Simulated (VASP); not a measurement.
# TiO2 (C2/m) in VASP: settings compared, part 2 of 2

VASP 6.6.1. The steps go on from the part before.

## (3) Single point, revPBE+D4

This run uses another cell than the first one, of 11.93 Å³/atom.

The input, INCAR:

```
SYSTEM = TiO2
PREC = Accurate ; ENCUT = 520
EDIFF = 1E-7 ; ISMEAR = -1
SIGMA = 0.05 ; LREAL = .False.
LASPH = .True. ; NELM = 80
ALGO = Normal ; ISIF = 2
LWAVE = .False. ; LCHARG = .False.
GGA = RE ; IVDW = 13
NBANDS = 60
```

The input, KPOINTS:

```
Automatic mesh
0
Gamma
  8 8 4
  0 0 0
```

The input, POSCAR:

```
TiO2
1.0
    6.0895696024     -1.8628421725     -0.0067141351
    6.0895696024      1.8628421725     -0.0067141351
   -1.9151737629      0.0000000000      6.3123920878
Ti O
4 8
Direct
    0.8996233938      0.8996233938      0.2901357073
    0.1935843788      0.1935843788      0.2802651843
    0.1003766062      0.1003766062      0.7098642927
    0.8064156212      0.8064156212      0.7197348157
    0.3620589034      0.3620589034      0.2954429011
    0.2652845143      0.2652845143      0.6554252520
    0.8671180077      0.8671180077      0.9975735562
    0.7347154857      0.7347154857      0.3445747480
    0.9414973400      0.9414973400      0.6298349848
    0.1328819923      0.1328819923      0.0024264438
    0.6379410966      0.6379410966      0.7045570989
    0.0585026600      0.0585026600      0.3701650152
```

Potentials or basis: VASP PAW PBE potentials, release 64 (Ti_sv, O).

Launch:

```console
> cat potpaw_PBE.64/Ti_sv/POTCAR potpaw_PBE.64/O/POTCAR > POTCAR
> mpirun -np 1 vasp_std > vasp.out
```

OUTCAR:

```text
SYSTEM = TiO2
   PREC = Accurate
   ENCUT = 520
   EDIFF = 1E-7
   ISMEAR = -1
   LREAL = .False.
   LASPH = .True.
   NELM = 80
   ISIF = 2
   GGA = RE
   IVDW = 13

 ion  position               nearest neighbor table
   1  0.900  0.900  0.290-  12 1.85   7 1.85   5 1.92   5 1.92   8 2.14   9 2.15
   2  0.194  0.194  0.280-  10 1.77  12 1.90   8 1.94   8 1.94   5 2.02   6 2.37
   3  0.100  0.100  0.710-   9 1.85  10 1.85  11 1.92  11 1.92   6 2.14  12 2.15
   4  0.806  0.806  0.720-   7 1.77   9 1.90   6 1.94   6 1.94  11 2.02   8 2.37
   5  0.362  0.362  0.295-   1 1.92   1 1.92   2 2.02
[... 1750 lines left out ...]
  energy-cutoff  :      520.00
  volume of cell :      143.17
      direct lattice vectors                 reciprocal lattice vectors
     6.089569602 -1.862842172 -0.006714135     0.082135085 -0.268407065  0.024919707
     6.089569602  1.862842172 -0.006714135     0.082135085  0.268407065  0.024919707
    -1.915173763  0.000000000  6.312392088     0.000174725  0.000000000  0.158471561

 POSITION                                       TOTAL-FORCE (eV/Angst)
 -----------------------------------------------------------------------------------
     10.40098      0.00000      1.81937        -0.012792      0.000000      0.016468
      1.82093      0.00000      1.76654        -0.003081      0.000000      0.058803
     -0.13701      0.00000      4.47959         0.012792      0.000000     -0.016468
      8.44303      0.00000      4.53242         0.003081      0.000000     -0.058803
      3.84374      0.00000      1.86009         0.009635      0.000000      0.001093
      1.97568      0.00000      4.13374         0.003341      0.000000     -0.016149
      8.65022      0.00000      6.28543         0.012706      0.000000      0.034477
      8.28828      0.00000      2.16522        -0.003341      0.000000      0.016149
     10.26038      0.00000      3.96312        -0.019096      0.000000     -0.008258
      1.61374      0.00000      0.01353        -0.012706      0.000000     -0.034477
      6.42022      0.00000      4.43887        -0.009635      0.000000     -0.001093
      0.00358      0.00000      2.33584         0.019096      0.000000      0.008258
 -----------------------------------------------------------------------------------
    total drift:                                0.000000      0.000000      0.000000

  FREE ENERGIE OF THE ION-ELECTRON SYSTEM (eV)
  ---------------------------------------------------
  free  energy   TOTEN  =      -107.9863234359 eV

  energy  without entropy=     -107.9863234358  energy(sigma->0) =     -107.98632344
```

It took 15 min on 1 thread of Oxide Virtual Turin-like, shared host; peak memory 0.6 GiB.

What came out:

```yaml
Free_energy: -107.9863 eV
Pressure: 0.5 GPa
Largest_force: 0.059 eV/Å
Band_gap_on_the_k_mesh: 2.81 eV (least direct gap 3.02 eV)
Dispersion_energy_per_atom: -0.367 eV
```

Forces on the atoms (eV/Å):
```
Ti  -0.013  0.000  0.016
Ti  -0.003  0.000  0.059
Ti   0.013  0.000 -0.016
Ti   0.003  0.000 -0.059
O    0.010  0.000  0.001
O    0.003  0.000 -0.016
O    0.013  0.000  0.034
O   -0.003  0.000  0.016
O   -0.019  0.000 -0.008
O   -0.013  0.000 -0.034
O   -0.010  0.000 -0.001
O    0.019  0.000  0.008
```

Levels at points of the mesh, in eV from the valence-band top:
```csv
k point,band 45,band 46,band 47,band 48,band 49,band 50,band 51,band 52
"(0.00, 0.00, 0.00)",-0.76,-0.74,-0.34,-0.21,2.81,3.22,3.40,3.43
"(0.50, 0.00, 0.00)",-0.87,-0.47,-0.23,-0.14,3.23,3.29,3.74,3.79
"(0.50, 0.50, 0.00)",-0.88,-0.61,-0.40,-0.14,3.00,3.02,3.56,3.61
"(0.00, 0.00, 0.50)",-0.71,-0.65,-0.60,-0.41,2.94,3.24,3.40,3.48
"(0.50, 0.00, 0.50)",-0.68,-0.53,-0.09,0.00,3.29,3.30,3.59,3.81
"(0.50, 0.50, 0.50)",-0.82,-0.40,-0.23,-0.20,3.12,3.22,3.38,3.53
```

Caveat: the PAW data sets were made with another functional, which shifts forces and pressure a little. A k mesh can miss the band edges.
